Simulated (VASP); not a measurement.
KCl (Sylvite), 2 atoms in the cell. The structure is cubic, space group Fm-3m (No. 225). The conventional cell has a = 6.293 Å, b = 6.293 Å, c = 6.293 Å, α = 90.00°, β = 90.00°, γ = 90.00°. Within 4.1 Å of K (site symmetry m-3m) lie 6 Cl at 3.15 Å. Within 4.1 Å of Cl (site symmetry m-3m) lie 6 K at 3.15 Å. 

- Program: VASP 6.6.1
- Task: single point
- Functional: PBE
- Potentials or basis: VASP PAW PBE potentials, release 64 (K_sv, Cl)
- Cutoff: 520 eV
- k mesh: 6 × 6 × 6
- Occupations: gaussian, width 0.01 eV
- Spin: no spin polarisation
- Dipole correction: no
- Further INCAR settings: ALGO = Normal; EDIFF = 1e-07; NBANDS = 15

Potentials or basis: VASP PAW PBE potentials, release 64 (K_sv, Cl).

Launch:

```console
$ cat potpaw_PBE.64/K_sv/POTCAR potpaw_PBE.64/Cl/POTCAR > POTCAR
$ mpirun -np 1 vasp_std > vasp.out
```

Hardware: 1 thread of Intel(R) Xeon(R) Platinum 8259CL CPU @ 2.50GHz (Skylake/Cascade Lake) (shared host).

Q: How long does it take, and how much memory?

A: Run time: 17 s on 1 thread of Intel(R) Xeon(R) Platinum 8259CL CPU @ 2.50GHz (Skylake/Cascade Lake) (shared host), peak memory 0.2 GiB. Counts: scf iterations 15, k points 16.
